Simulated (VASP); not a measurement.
A run of VASP 6.6.1:

Contents of INCAR:

```
SYSTEM = Cd
ALGO = Normal
EDIFF = 1E-6
ENCUT = 520
GGA = PE
ISIF = 2
ISMEAR = -1
LASPH = .TRUE.
LCHARG = .FALSE.
LREAL = .FALSE.
LWAVE = .FALSE.
NBANDS = 12
NELM = 80
PREC = Accurate
SIGMA = 0.1
```

File KPOINTS:

```
k-points
0
G
  14 14 14
  0 0 0
```

Contents of POSCAR:

```
Cd
1.0
   -1.8244836524      1.8244836524      1.8244836524
    1.8244836524     -1.8244836524      1.8244836524
    1.8244836524      1.8244836524     -1.8244836524
Cd
1
Direct
    0.0000000000      0.0000000000      0.0000000000
```

Potentials or basis: VASP PAW PBE potentials, release 64 (Cd).

Run with:

```console
$ cat potpaw_PBE.64/Cd/POTCAR > POTCAR
$ mpirun -np 1 vasp_std > vasp.out
```

Hardware: 1 thread of AMD EPYC 7R13, on a shared host.

Q: Estimate the wall time of this run.

A: Wall time 35 s on 1 thread of AMD EPYC 7R13 (shared host), peak memory 0.13 GiB. Counts: scf iterations 11, k points 104.
